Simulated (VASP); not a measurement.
Crystal: MnO.

```
CELL_PARAMETERS angstrom
3.02957 -1.75066 0.00000
3.02957 1.75066 0.00000
-2.02355 0.00000 2.86543
ATOMIC_POSITIONS crystal
Mn 0.50020 0.50020 0.50067
O 0.74980 0.74980 0.24934
```

Base run:

| Property | Result |
| --- | --- |
| Program | VASP 6.6.1 |
| Functional | PBE |
| Potentials or basis | VASP PAW PBE potentials, release 64 (Mn_pv, O) |
| Cutoff | 520 eV |
| k mesh | 9 × 9 × 9 |
| Occupations | fermi-dirac, width 0.05 eV |
| Spin | collinear spin, ferromagnetic start |
| Starting moments | [4.0, 0.0] μB |

Its results: pressure -8.8 GPa; net moment 5.00 μB per cell; site moments Mn +4.46; O +0.17 μB; largest force 0.003 eV/Å.

Question: The run is repeated on the same cell with these changes: functional from PBE to PBEsol; further incar settings from ALGO = Normal; EDIFF = 1e-06; NBANDS = 20 to ALGO = Normal; EDIFF = 1e-07; NBANDS = 20. What comes out?

Answer: Pressure -12.7 GPa; net moment 5.00 μB per cell; site moments Mn +4.45; O +0.16 μB; largest force 0.004 eV/Å.

Caveats: the cell stands under tension; a cell with one magnetic atom can't hold antiferromagnetic order, which such compounds often take; the PAW data sets were made with another functional, which shifts forces and pressure a little (at least some runs).
